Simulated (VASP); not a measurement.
Crystal: Ru2C.

```xyz
6
Lattice="4.3896 0.0000 0.0000 0.0000 4.7350 0.0000 0.0000 0.0000 3.7754" Properties=species:S:1:pos:R:3 pbc="T T T"
Ru    3.2922    3.5513    0.0000
Ru    1.0974    1.1838    0.0000
Ru    1.0974    3.5513    0.0000
Ru    3.2922    1.1838    0.0000
C     2.1948    0.0000    2.0725
C     0.0000    2.3675    1.7028
```

The cell was built from a structure type or drawn by symmetry, and may not be a known phase.

| Quantity | Value |
| --- | --- |
| Program | VASP 6.6.1 |
| Task | relaxation of cell and atoms |
| Functional | PBE |
| Potentials or basis | VASP PAW PBE potentials, release 64 (Ru_pv, C) |
| Cutoff | 600 eV |
| k mesh | 4 × 4 × 4 |
| Occupations | gaussian, width 0.2 eV |
| Spin | no spin polarisation |

At the start: pressure 27.1 GPa; volume 13.08 Å³/atom.

Question: How do energy, volume and symmetry change on relaxing?

Answer: Over 14 steps the energy falls by 1409.0 meV/atom and the volume is 11.69 Å³/atom (-10.6 %); space group Pmmn (No. 59, to 0.1 Å) before, P4/mmm (No. 123, to 0.1 Å).

Step by step:
```csv
step,energy change (eV),largest force (eV/Å),pressure (GPa),volume (Å³)
1,0.0000,0.7669,27.10,78.47
2,-1.9407,0.6918,-41.82,101.92
3,-3.1890,0.6293,-27.47,91.32
4,-3.1994,0.6338,-25.22,90.33
5,-8.1515,1.1197,-5.87,72.47
6,-8.2119,1.2221,-1.22,71.15
7,-8.2119,1.2524,0.37,70.75
8,-8.3224,0.9094,0.85,70.26
9,-8.3443,0.6312,1.82,69.89
10,-8.4265,0.2734,-0.96,70.40
11,-8.4435,0.0307,-2.48,70.74
12,-8.4499,0.0424,2.22,69.62
13,-8.4530,0.0145,0.51,70.02
14,-8.4540,0.0168,-0.12,70.16
```

Final structure:
```
Ru C
1.0
     5.15789    0.00000    0.00000
     0.00000    5.15761    0.00000
     0.00000    0.00000    2.63726
Ru C
4 2
Direct
  0.75000 0.75000 0.00000
  0.25000 0.25000 0.00000
  0.25000 0.75000 0.00000
  0.75000 0.25000 0.00000
  0.50000 0.00000 0.49921
  0.00000 0.50000 0.50079
```

Caveat: the k points lie up to 0.60 Å⁻¹ apart in the final cell, too coarse for converged energies and pressures of a metal; a cell axis changed by over 15 % at a fixed basis, so the end point is rough.
